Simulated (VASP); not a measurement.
Wanted: the native input for a VASP 6.6.1 run.

```yaml
Task: relaxation of the atoms
Functional: PBE
Potentials_or_basis: VASP PAW PBE potentials, release 64 (Al, Pt)
Cutoff: 450 eV
k_mesh: 6 × 6 × 1
Occupations: gaussian, width 0.1 eV
Spin: no spin polarisation
Dipole_correction: yes
Atoms_held_fixed_from_0: "[0, 1, 2, 3, 4, 5, 6, 7, 8, 9, 10, 11]"
Further_INCAR_settings: ALGO = Normal; EDIFF = 1e-07; NELMDL = -8; IBRION = 2; EDIFFG = -0.025; NSW = 36
Atoms_held_along_some_axes_from_0: atom 12 along a and b
```

The structure of Al12Pt lies in POSCAR:

```
Al12Pt
1.0
    5.7135165837      0.0000000000      0.0000000000
   -2.8567582918      4.9480505064      0.0000000000
    0.0000000000      0.0000000000     20.1013782055
Al Pt
12 1
Selective dynamics
Direct
    0.3333333333      0.1666666667      0.1989913308  F F F
    0.3333333333      0.6666666667      0.1989913308  F F F
    0.8333333333      0.1666666667      0.1989913308  F F F
    0.8333333333      0.6666666667      0.1989913308  F F F
    0.1666666667      0.3333333333      0.3134471548  F F F
    0.1666666667      0.8333333333      0.3134471548  F F F
    0.6666666667      0.3333333333      0.3134471548  F F F
    0.6666666667      0.8333333333      0.3134471548  F F F
    0.0000000000      0.0000000000      0.4278999240  F F F
    0.0000000000      0.5000000000      0.4278999240  F F F
    0.5000000000      0.0000000000      0.4278999240  F F F
    0.5000000000      0.5000000000      0.4278999240  F F F
    0.3333333333      0.1666666667      0.5045596314  F F T
```

These files were run (other wordings do the same):

INCAR

```
SYSTEM = Al12Pt
PREC     = Accurate       ! precision mode
ENCUT    = 450            ! plane-wave cutoff, eV
EDIFF    = 1E-7           ! SCF threshold, eV
ISMEAR   = 0              ! smearing method
SIGMA    = 0.1            ! smearing width, eV
LREAL    = .False.        ! projectors in reciprocal space
LASPH    = .True.         ! aspherical terms in the spheres
NELM     = 120            ! most SCF steps
ALGO     = Normal         ! electronic algorithm
ISIF     = 2              ! what is computed and relaxed
LWAVE    = .False.        ! write WAVECAR
LCHARG   = .False.        ! write CHGCAR
LDIPOL   = .True.       
IDIPOL   = 3            
DIPOL    = 0.5 0.5 0.328
GGA      = PE             ! functional
IBRION   = 2              ! ionic algorithm
NSW      = 36             ! ionic steps
EDIFFG   = -0.025         ! ionic threshold
GGA_COMPAT= .False.      
NELMIN   = 4            
NELMDL   = -8
```

KPOINTS

```
Automatic mesh
0
Gamma
  6 6 1
  0 0 0
```

Potentials or basis: VASP PAW PBE potentials, release 64 (Al, Pt).

Command:

```console
$ cat potpaw_PBE.64/Al/POTCAR potpaw_PBE.64/Pt/POTCAR > POTCAR
$ mpirun -np 1 vasp_std > vasp.out
```

It gave:

| Item | Value |
| --- | --- |
| Energy gained by relaxing | 19.4 meV/atom |
| Ionic steps | 3 |
| Band gap on the k mesh | zero (bands 23 and 24 overlap by 0.81 eV) |

Caveat: spin-orbit coupling is left out, which moves the levels of the heavy elements.

Run time: 5.7 min on 1 thread of AMD EPYC 9R14 (Zen 4), on a shared host, peak memory 0.55 GiB.
